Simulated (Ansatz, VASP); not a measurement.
## Two plane-wave programs on Ga

```
Ga
1.0
     1.44515   -4.05140    0.00000
     1.44515    4.05140    0.00000
     0.00000    0.00000    3.15940
Ga
2
Cartesian
  1.4452 -2.9737 0.7898
  1.4452 2.9737 2.3695
```

Change from the starting cell: volume scaled by 0.99, PAW files.

Alike in both runs: task electric field gradients; functional LDA; k mesh 12 × 12 × 10; occupations fermi-dirac, width 0.08 eV; no spin polarisation.

|  | VASP | Ansatz |
| --- | --- | --- |
| version | VASP 6.6.1 | Ansatz 0.2.0 |
| potentials or method | VASP PAW LDA potentials, release 64 (Ga_d) | PAW with Ansatz's default frozen-core files, scalar-relativistic |
| plane-wave cutoff (eV) | 520 | 420 |
| valence electrons in the cell | 26 | 26 |

```tsv
	VASP	Ansatz	Ansatz less VASP
pressure (GPa)	-3.3	-3.4	-0.10
traceless stress, the component that is largest in VASP (GPa)	-2.14	-2.13	+0.014
rms of the force components (eV/Å)	0.107	0.106	-0.0014
size of Vzz on the site where it differs most (V/Å²)	27.8	28.6	+0.80
```

LDA's correlation is that of Perdew and Zunger in VASP and of Perdew and Wang (1992) in Ansatz. Atom by atom the forces differ by 0.001 eV/Å (rms over components).
